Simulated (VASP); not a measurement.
# Sn (I4_1/amd) in VASP: notebook

Sn is run at these levels: LDA; tasks: relaxation of cell and atoms, relaxation of shape and atoms at fixed volume.

All numbers are computed with VASP 6.6.1; they aren't measurements. Logs are shortened: lines on timing, memory, paths and dates and some standing lists are left out, and cuts for length are marked.

## Step 1: The cell of the first run

It takes space group I4_1/amd (No. 141, tetragonal). Conventional cell: a = 5.832 Å, b = 5.832 Å, c = 3.182 Å, α = 90.00°, β = 90.00°, γ = 90.00°. Within 4.0 Å of Sn (site symmetry -4m2) lie 10 Sn at 3.02 to 3.77 Å.

## Step 2: Relaxation of cell and atoms, LDA

INCAR

```
PREC = Accurate ; ENCUT = 600
EDIFF = 1E-6 ; ISMEAR = 0
SIGMA = 0.1 ; LREAL = F
LASPH = T ; NELM = 80
ALGO = Fast ; ISIF = 3
LWAVE = F ; LCHARG = F
IBRION = 2 ; NSW = 100
EDIFFG = -0.002
```

KPOINTS

```
Automatic mesh
0
Gamma
  16 16 16
```

POSCAR

```
Sn
1.0
   -2.9161500000      2.9161500000      1.5911500000
    2.9161500000     -2.9161500000      1.5911500000
    2.9161500000      2.9161500000     -1.5911500000
Sn
2
Direct
    0.0000000000      0.0000000000      0.0000000000
    0.7500000000      0.2500000000      0.5000000000
```

Potentials or basis: VASP PAW LDA potentials, release 64 (Sn_d).

Started as:

```
> cat potpaw_LDA.64/Sn_d/POTCAR > POTCAR
> mpirun -np 1 vasp_std > vasp.out
```

OUTCAR:

```text
PREC = Accurate
   ENCUT = 600
   EDIFF = 1E-6
   ISMEAR = 0
   LREAL = F
   LASPH = T
   NELM = 80
   ISIF = 3
   IBRION = 2
   NSW = 100
   EDIFFG = -0.002

 ion  position               nearest neighbor table
   1  0.000  0.000  0.000-   2 3.02   2 3.02   2 3.02   2 3.02
   2  0.750  0.250  0.500-   1 3.02   1 3.02   1 3.02   1 3.02

  LATTYP: Found a body centered tetragonal cell.
 ALAT       =     5.8323000000
 C/A-ratio  =     0.5456337980

  Lattice vectors:

 A1 = (  -2.9161500000,   2.9161500000,   1.5911500000)
 A2 = (   2.9161500000,  -2.9161500000,   1.5911500000)
 A3 = (   2.9161500000,   2.9161500000,  -1.5911500000)

Analysis of symmetry for initial positions (statically):
=====================================================================
 Subroutine PRICEL returns:
 Original cell was already a primitive cell.

 Routine SETGRP: Setting up the symmetry group for a
 body centered tetragonal supercell.

 Subroutine GETGRP returns: Found 16 space group operations
 (whereof  8 operations were pure point group operations)
 out of a pool of 16 trial point group operations.

The static configuration has the point symmetry D_2d.
 The point group associated with its full space group is D_4h.

Analysis of symmetry for dynamics (positions and initial velocities):
=====================================================================
 Subroutine PRICEL returns:
 Original cell was already a primitive cell.

 Routine SETGRP: Setting up the symmetry group for a
 body centered tetragonal supercell.

 Subroutine GETGRP returns: Found 16 space group operations
 (whereof  8 operations were pure point group operations)
 out of a pool of 16 trial point group operations.

The dynamic configuration has the point symmetry D_2d.
 The point group associated with its full space group is D_4h.

 Subroutine INISYM returns: Found 16 space group operations
 (whereof  8 operations are pure point group operations),
 and found     1 'primitive' translations

----------------------------------------------------------------------------------------

                                     Primitive cell

  volume of cell :      54.1241

  direct lattice vectors                    reciprocal lattice vectors
    -2.916150000  2.916150000  1.591150000     0.000000000  0.171458944  0.314238130
     2.916150000 -2.916150000  1.591150000     0.171458944  0.000000000  0.314238130
     2.916150000  2.916150000 -1.591150000     0.171458944  0.171458944  0.000000000

  length of vectors
     4.420364235  4.420364235  4.420364235     0.357971747  0.357971747  0.242479564

  position of ions in fractional coordinates (direct lattice)
     0.000000000  0.000000000  0.000000000
     0.750000000  0.250000000  0.500000000

  ion indices of the primitive-cell ions
   primitive index   ion index
                 1           1
                 2           2

----------------------------------------------------------------------------------------

 KPOINTS: Automatic mesh

Automatic generation of k-mesh.
 Grid dimensions read from file:
 generate k-points for:   16   16   16

 Generating k-lattice:

  Cartesian coordinates                     Fractional coordinates (reciprocal lattice)
     0.000000000  0.010716184  0.019639883     0.062500000 -0.000000000  0.000000000
     0.010716184  0.000000000  0.019639883    -0.000000000  0.062500000  0.000000000
     0.010716184  0.010716184  0.000000000     0.000000000  0.000000000  0.062500000

  Length of vectors
     0.022373234  0.022373234  0.015154973

  Shift w.r.t. Gamma in fractional coordinates (k-lattice)
     0.000000000  0.000000000  0.000000000

 Subroutine IBZKPT returns following result:
 ===========================================

 Found    349 irreducible k-points:

 Following reciprocal coordinates:
            Coordinates               Weight
  0.000000  0.000000  0.000000      1.000000
  0.062500 -0.000000  0.000000      8.000000
  0.125000 -0.000000  0.000000      8.000000
  0.187500 -0.000000  0.000000      8.000000
  0.250000 -0.000000  0.000000      8.000000
  0.312500  0.000000  0.000000      8.000000
[... 16 lines left out ...]
 -0.125000  0.062500 -0.000000     16.000000
 -0.062500  0.062500  0.000000      4.000000
 [... further k-points ...]
   k-points           NKPTS =    349   k-points in BZ     NKDIM =    349   number of bands    NBANDS=     18
   number of dos      NEDOS =    301   number of ions     NIONS =      2
   total plane-waves  NPLWV =  46656
   dimension x,y,z NGX =    36 NGY =   36 NGZ =   36
   dimension x,y,z NGXF=    72 NGYF=   72 NGZF=   72
   ions per type =               2
   NGX,Y,Z   is equivalent  to a cutoff of  13.54, 13.54, 13.54 a.u.
   NGXF,Y,Z  is equivalent  to a cutoff of  27.08, 27.08, 27.08 a.u.
 SYSTEM =  unknown system
   PREC   = accura    normal or accurate (medium, high low for compatibility)
   ISTART =      0    job   : 0-new  1-cont  2-samecut
   ICHARG =      2    charge: 1-file 2-atom 10-const
   ISPIN  =      1    spin polarized calculation?
   LNONCOLLINEAR =      F non collinear calculations
   LSORBIT =      F    spin-orbit coupling
   LASPH  =      T    aspherical Exc in radial PAW
   ENCUT  =  600.0 eV  44.10 Ry    6.64 a.u.   8.83  8.83  8.83*2*pi/ulx,y,z
   NELM   =     80;   NELMIN=  2; NELMDL= -5     # of ELM steps
   EDIFF  = 0.1E-05   stopping-criterion for ELM
   LREAL  =      F    real-space projection
   EDIFFG = -.2E-02   stopping-criterion for IOM
   NSW    =    100    number of steps for IOM
   IBRION =      2    ionic relax: 0-MD 1-quasi-New 2-CG
   NFREE  =      1    steps in history (QN), initial steepest desc. (CG)
   ISIF   =      3    stress and relaxation
   ISYM   =      2    0-nonsym 1-usesym 2-fastsym
   POTIM  = 0.5000    time-step for ionic-motion
   TEBEG  =    0.0;   TEEND  =   0.0 temperature during run
   PSTRESS=    0.0 pullay stress
   NELECT =      28.0000    total number of electrons
   NUPDOWN=      -1.0000    fix difference up-down
   EMIN   =  10.00;   EMAX   =-10.00  energy-range for DOS
   EFERMI =   0.00;   METHOD = LEGACY
   ISMEAR =     0;   SIGMA  =   0.10  broadening in eV -4-tet -1-fermi 0-gaus
   EFERMI_NEDOS =   21; number of points for ismear=-14 and -15
   IALGO  =     68    algorithm
   IMIX   =      4    mixing-type and parameters
     AMIX     =   0.40;   BMIX     =  1.00
     AMIX_MAG =   1.60;   BMIX_MAG =  1.00
  volume/ion in A,a.u.               =      27.06       182.62
  Fermi-wavevector in a.u.,A,eV,Ry     =   1.314207  2.483492 23.499180  1.727141
  Thomas-Fermi vector in A             =   2.444476
   LORBIT       =      0    0 simple, 1 ext, 2 COOP (PROOUT), +10 PAW based schemes
   GGA     = CA    functional components
   LHFCALC =     F    Hartree Fock is set to
   AEXX    =    0.0000 exact exchange contribution
   IVDW    =     0    specifies the selected vdW correction
   LEPSILON=     F    determine dielectric tensor
   LRPA    =     F    only Hartree local field effects (RPA)
 conjugate gradient relaxation of ions
 non-spin polarized calculation
 RMM-DIIS sequential band-by-band and
 Gauss-broadening in eV      SIGMA  =   0.10
  energy-cutoff  :      600.00
  volume of cell :       54.12
 maximum number of plane-waves:      1830
   NGX = 17   NGY = 17   NGZ = 17

--------------------------------------- Ionic step        1  -------------------------------------------

 number of electron      28.0000002 magnetization

 Free energy of the ion-electron system (eV)
  ---------------------------------------------------
  ext. energy  EPLUGINS =         0.00000000
  ---------------------------------------------------
  free energy    TOTEN  =        -8.97353259 eV

  energy without entropy =       -8.96891990  energy(sigma->0) =       -8.97122624

------------------------ aborting loop because EDIFF is reached ----------------------------------------

  FORCE on cell =-STRESS in cart. coord.  units (eV):
  Direction    XX          YY          ZZ          XY          YZ          ZX
  --------------------------------------------------------------------------------------
  -------------------------------------------------------------------------------------
  Total       -0.5017203     -0.5017203     -0.7631279      0.0000000      0.0000000      0.0000000
  in kB      -14.8518789    -14.8518789    -22.5900441      0.0000000      0.0000000      0.0000000
  external PRESSURE =     -17.4312673 kB  Pullay stress =       0.0000000 kB
[... 237 lines left out ...]
  energy  without entropy=       -8.9800403747  energy(sigma->0) =       -8.98230485

--------------------------------------- Ionic step        8  -------------------------------------------

 number of electron      28.0000009 magnetization

 Free energy of the ion-electron system (eV)
  ---------------------------------------------------
  ext. energy  EPLUGINS =         0.00000000
  ---------------------------------------------------
  free energy    TOTEN  =        -8.98462448 eV

  energy without entropy =       -8.98011961  energy(sigma->0) =       -8.98237204

 E-fermi :   8.1490     XC(G=0): -10.7131

 val. band max:        8.1475169424   @ k =  -0.2500   0.1250  -0.0000
 cond. band min:       8.1687389438   @ k =   0.4375   0.3750   0.0000
 fundamental gap:      0.0212220014
 Fermi energy:         8.1490038403

 k-point     1 :       0.0000    0.0000    0.0000
  band No.  band energies     occupation
      1     -13.4625      2.00000
      2     -13.3776      2.00000
      3     -13.3239      2.00000
      4     -13.3190      2.00000
      5     -13.1354      2.00000
      6     -13.1354      2.00000
[... 10 lines left out ...]
     17      14.3948      0.00000
     18      15.3037      0.00000
[... 466 lines left out ...]
      2     -13.3782      2.00000
      3     -13.3213      2.00000
      4     -13.3207      2.00000
      5     -13.1371      2.00000
      6     -13.1335      2.00000
[... 10 lines left out ...]
     17      14.1825      0.00000
     18      15.3426      0.00000

 [... further k-points ...]

------------------------ aborting loop because EDIFF is reached ----------------------------------------

  FORCE on cell =-STRESS in cart. coord.  units (eV):
  Direction    XX          YY          ZZ          XY          YZ          ZX
  --------------------------------------------------------------------------------------
  -------------------------------------------------------------------------------------
  Total       -0.0010624     -0.0010624      0.0036706      0.0000000      0.0000000      0.0000000
  in kB       -0.0324840     -0.0324840      0.1122329      0.0000000      0.0000000      0.0000000
  external PRESSURE =       0.0157550 kB  Pullay stress =       0.0000000 kB
[... 17 lines left out ...]
  FREE ENERGIE OF THE ION-ELECTRON SYSTEM (eV)
  ---------------------------------------------------
  free  energy   TOTEN  =        -8.9846244818 eV

  energy  without entropy=       -8.9801196053  energy(sigma->0) =       -8.98237204

 reached required accuracy - stopping structural energy minimisation
```

Wall time 27 min (1 thread of Intel Xeon Platinum 8259CL at 2.50GHz (Skylake/Cascade Lake), shared host); peak memory 0.45 GiB.

What came out:

```
Free energy                           : -8.9846 eV
Relaxed volume                        : 26.20 Å³/atom
Relaxed cell                          : a = 4.383 Å, b = 4.383 Å, c = 4.383 Å, α = 97.30°, β = 97.30°, γ = 138.24°
Space group after relaxing (to 0.1 Å) : I4_1/amd (No. 141)
Energy gained by relaxing             : 5.5 meV/atom
Ionic steps                           : 8
Pressure after relaxing               : 0.0 GPa
Band gap on the k mesh                : zero (bands 14 and 15 overlap by 4.41 eV)
```

Step by step:
| step | energy change (eV) | largest force (eV/Å) | pressure (GPa) | volume (Å³) |
| --- | --- | --- | --- | --- |
| 1 | 0.0000 | 0.0000 | -1.74 | 54.12 |
| 2 | -0.0098 | 0.0000 | 0.66 | 51.85 |
| 3 | -0.0107 | 0.0000 | 0.08 | 52.34 |
| 4 | -0.0107 | 0.0000 | -0.04 | 52.37 |
| 5 | -0.0110 | 0.0000 | 0.00 | 52.39 |
| 6 | -0.0111 | 0.0000 | -0.02 | 52.40 |
| 7 | -0.0110 | 0.0000 | -0.04 | 52.41 |
| 8 | -0.0111 | 0.0000 | 0.00 | 52.40 |

Final structure:
```
Sn
1.0
    -2.89570    2.89570    1.56229
     2.89570   -2.89570    1.56229
     2.89570    2.89570   -1.56229
Sn
2
Direct
  0.00000 0.00000 0.00000
  0.75000 0.25000 0.50000
```

Caveat: spin-orbit coupling is left out, which moves the levels of the heavy elements. LDA usually gives volumes a few per cent too small.

## Step 3: Relaxation of shape and atoms at fixed volume, LDA (27.73 Å³/atom)

This run uses another cell than the first one, of 27.73 Å³/atom.

INCAR

```
PREC     = Accurate       # precision mode
ENCUT    = 600            # plane-wave cutoff, eV
EDIFF    = 1E-7           # SCF threshold, eV
ISMEAR   = 0              # smearing method
SIGMA    = 0.1            # smearing width, eV
LREAL    = False          # projectors in reciprocal space
LASPH    = True           # aspherical terms in the spheres
NELM     = 100            # most SCF steps
ALGO     = Fast           # electronic algorithm
ISIF     = 4              # what is computed and relaxed
LWAVE    = False          # write WAVECAR
LCHARG   = False          # write CHGCAR
IBRION   = 2              # ionic algorithm
NSW      = 50             # ionic steps
EDIFFG   = -0.01          # ionic threshold
```

KPOINTS is that of step 2.

POSCAR

```
Sn
1.0
   -2.9510826012      2.9510826012      1.5921107785
    2.9510826012     -2.9510826012      1.5921107785
    2.9510826012      2.9510826012     -1.5921107785
Sn
2
Direct
    0.0000000000      0.0000000000      0.0000000000
    0.7500000000      0.2500000000      0.5000000000
```

Potentials or basis: VASP PAW LDA potentials, release 64 (Sn_d).

Started as:

```
> cat potpaw_LDA.64/Sn_d/POTCAR > POTCAR
> mpirun -np 1 vasp_std > vasp.out
```

Run time: 5.2 min. Hardware: 1 thread of Intel Xeon Platinum 8259CL at 2.50GHz (Skylake/Cascade Lake), shared host; peak memory 0.45 GiB.

It converged, with:

| Quantity | Value |
| --- | --- |
| Free energy | -8.9545 eV |
| Pressure after relaxing | -2.9 GPa |
| Band gap on the k mesh | zero (bands 14 and 15 overlap by 4.08 eV) |

Final structure:
```
CELL_PARAMETERS angstrom
-2.95108 2.95108 1.59211
2.95108 -2.95108 1.59211
2.95108 2.95108 -1.59211
ATOMIC_POSITIONS crystal
Sn 0.00000 0.00000 0.00000
Sn 0.75000 0.25000 0.50000
```

Levels at points of the mesh, in eV from the Fermi level:
```tsv
k point	band 12	band 13	band 14	band 15	band 16	band 17
(0.00, 0.00, 0.00)	-3.89	-1.95	-1.95	3.07	5.97	5.99
(0.50, 0.00, 0.00)	-5.32	-2.38	-1.68	-1.05	2.34	2.75
(0.50, 0.50, 0.00)	-8.82	0.56	0.56	1.45	1.45	6.02
(0.50, 0.50, 0.50)	-7.58	-4.66	-4.66	5.12	5.12	8.93
```

Caveat: spin-orbit coupling is left out, which moves the levels of the heavy elements.

## Step 4: Relaxation of shape and atoms at fixed volume, LDA (28.52 Å³/atom)

This run uses another cell than the first one, of 28.52 Å³/atom.

INCAR

```
PREC = Accurate
ENCUT = 600
EDIFF = 1E-7
ISMEAR = 0
SIGMA = 0.1
LREAL = False
LASPH = True
NELM = 60
ALGO = Fast
ISIF = 4
LWAVE = False
LCHARG = False
IBRION = 2
NSW = 50
EDIFFG = -0.01
```

KPOINTS is that of step 3.

POSCAR

```
Sn
1.0
   -2.9786644111      2.9786644111      1.6069911810
    2.9786644111     -2.9786644111      1.6069911810
    2.9786644111      2.9786644111     -1.6069911810
Sn
2
Direct
    0.0000000000      0.0000000000      0.0000000000
    0.7500000000      0.2500000000      0.5000000000
```

Started as:

```
> cat potpaw_LDA.64/Sn_d/POTCAR > POTCAR
> mpirun -np 1 vasp_std > vasp.out
```

It took 7.7 min on 1 thread of Intel Xeon Platinum 8259CL at 2.50GHz (Skylake/Cascade Lake), shared host; peak memory 0.46 GiB.

It converged, with:

| Item | Value |
| --- | --- |
| Free energy | -8.9196 eV |
| Energy gained by relaxing | 0.0 meV/atom |
| Ionic steps | 2 |
| Pressure after relaxing | -4.1 GPa |
| Band gap on the k mesh | zero (bands 14 and 15 overlap by 3.92 eV) |

Final structure:
```
Sn
1.0
    -2.97790    2.97790    1.60781
     2.97790   -2.97790    1.60781
     2.97790    2.97790   -1.60781
Sn
2
Direct
  0.00000 0.00000 0.00000
  0.75000 0.25000 0.50000
```

Levels at points of the mesh, in eV from the Fermi level:
```csv
k point,band 10,band 11,band 12,band 13,band 14,band 15,band 16,band 17,band 18
"(0.00, 0.00, 0.00)",-21.05,-10.79,-3.96,-1.87,-1.87,3.12,5.84,5.85,6.57
"(0.50, 0.00, 0.00)",-21.10,-6.82,-5.24,-2.38,-1.61,-1.00,2.37,2.69,4.40
"(0.50, 0.50, 0.00)",-21.16,-8.67,-8.67,0.57,0.57,1.40,1.40,5.89,5.89
"(0.50, 0.50, 0.50)",-21.21,-7.50,-7.50,-4.50,-4.50,5.01,5.01,8.68,8.68
```

Caveat: spin-orbit coupling is left out, which moves the levels of the heavy elements.

## Step 5: Summary

| task | cell | gap on the mesh (eV) | pressure (GPa) |
| --- | --- | --- | --- |
| relaxation of cell and atoms | relaxed from a = 4.420 Å, angles 97.4, 97.4, 137.8°, 2 atoms | none | 0.0 |
| relaxation of shape and atoms at fixed volume | relaxed from a = 4.467 Å, angles 97.3, 97.3, 138.2°, 2 atoms | none | -2.9 |
| relaxation of shape and atoms at fixed volume | relaxed from a = 4.509 Å, angles 97.3, 97.3, 138.2°, 2 atoms | none | -4.1 |

Alike in all rows: level LDA; potentials or basis VASP PAW LDA potentials, release 64 (Sn_d); no spin polarisation; k mesh 16 × 16 × 16; cutoff (eV) 600; smearing gaussian 0.1 eV.

Caveats: spin-orbit coupling is left out, which moves the levels of the heavy elements.

Absolute energies hang on the potentials; compare differences alone.

The gap in the log of VASP goes by the Fermi energy; the results here count the filled bands.